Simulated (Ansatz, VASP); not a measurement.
# Sr in VASP and in Ansatz

File INCAR:

```
PREC = Accurate
ENCUT = 520
EDIFF = 1E-6
ISMEAR = 0
SIGMA = 0.15
LREAL = F
LASPH = T
NELM = 80
ALGO = Fast
ISIF = 2
LWAVE = F
LCHARG = T
GGA = PS
LELF = T
LVHAR = T
NBANDS = 17
```

The input KPOINTS:

```
regular mesh
0
Gamma
  12 12 8
```

File POSCAR:

```
Sr
1.0
    4.5686002339      0.0000000000      0.0000000000
   -2.2843001170      3.9565238623      0.0000000000
    0.0000000000      0.0000000000      7.0500000000
Sr
2
Direct
    0.3333333333      0.6666666667      0.2500000000
    0.6666666667      0.3333333333      0.7500000000
```

Input for Ansatz:

```yaml
crystal:
  lattice:
    - [4.5686002339, 0.0, 0.0]
    - [-2.284300117, 3.9565238623, 0.0]
    - [0.0, 0.0, 7.05]
  atoms:
    - { symbol: Sr, position: [0.3333333333, 0.6666666667, 0.25] }
    - { symbol: Sr, position: [0.6666666667, 0.3333333333, 0.75] }
basis:
  ecutwfc: 420
kpoints:
  mp_grid: { grid: [12, 12, 8] }
hamiltonian:
  xc: pbesol
scf:
  occupations: { method: gaussian, width: 0.15 }
output:
  forces: true
  stress: true
  eigenvalues: true
  write_density: true
  write_potential: true
  elf: true
  volumetric_format: npy
```

Change from the starting cell: strain +0.0600 x Voigt [1, 1, 0, 0, 0, 0], atoms carried along.

Alike in both runs: task single point; functional PBEsol; k mesh 12 × 12 × 8; occupations gaussian, width 0.15 eV; no spin polarisation.

|  | VASP | Ansatz |
| --- | --- | --- |
| version | VASP 6.6.1 | Ansatz 0.2.0 |
| potentials or method | VASP PAW PBE potentials, release 64 (Sr_sv), cutoff 520 eV | scalar-relativistic, plane waves, PAW |
| valence electrons in the cell | 20 | 20 |

```tsv
	VASP	Ansatz	Ansatz less VASP
gap on the k mesh at the Fermi level (eV)	none	none	-
pressure (GPa)	-1.7	-1.7	-0.01
traceless stress, the component that is largest in VASP (GPa)	0.52	0.52	-0.001
```

VASP's potentials were made for PBE, not for PBEsol. A gap of «none» marks a metal or a gap that the smearing closes. The functional is the same, so the differences come from potentials, cutoffs and numerics.
